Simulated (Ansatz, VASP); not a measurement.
**Se: VASP beside Ansatz**

```
Se
1.0
     4.35517    0.06533    0.06533
    -2.12101    3.73902    0.02391
     0.07424    0.07424    4.94945
Se
3
Cartesian
  0.9574 0.0265 0.8391
  -0.3984 0.8732 4.1297
  1.7865 3.0159 2.5446
```

Change from the starting cell: equal xy, yz and zx shear strains of +3 %, crystal datasets.

Alike in both runs: task electric field gradients; functional PBE; k mesh 8 × 8 × 6; occupations fermi-dirac, width 0.03 eV; no spin polarisation.

|  | VASP | Ansatz |
| --- | --- | --- |
| version | VASP 6.6.1 | Ansatz 0.2.0 |
| potentials or method | VASP PAW PBE potentials, release 64 (Se), cutoff 520 eV | all-electron PAW with datasets made for the crystal, scalar-relativistic |

```csv
,VASP,Ansatz,Ansatz less VASP
pressure (GPa),5.8,5.6,-0.19
"traceless stress, the component that is largest in VASP (GPa)",1.93,1.85,-0.083
rms of the force components (eV/Å),0.738,0.709,-0.0292
size of Vzz on the site where it differs most (V/Å²),510.5,532.8,+22.29
```

Atom by atom the forces differ by 0.030 eV/Å (rms over components). Ansatz ran all-electron here, and VASP with PAW potentials.
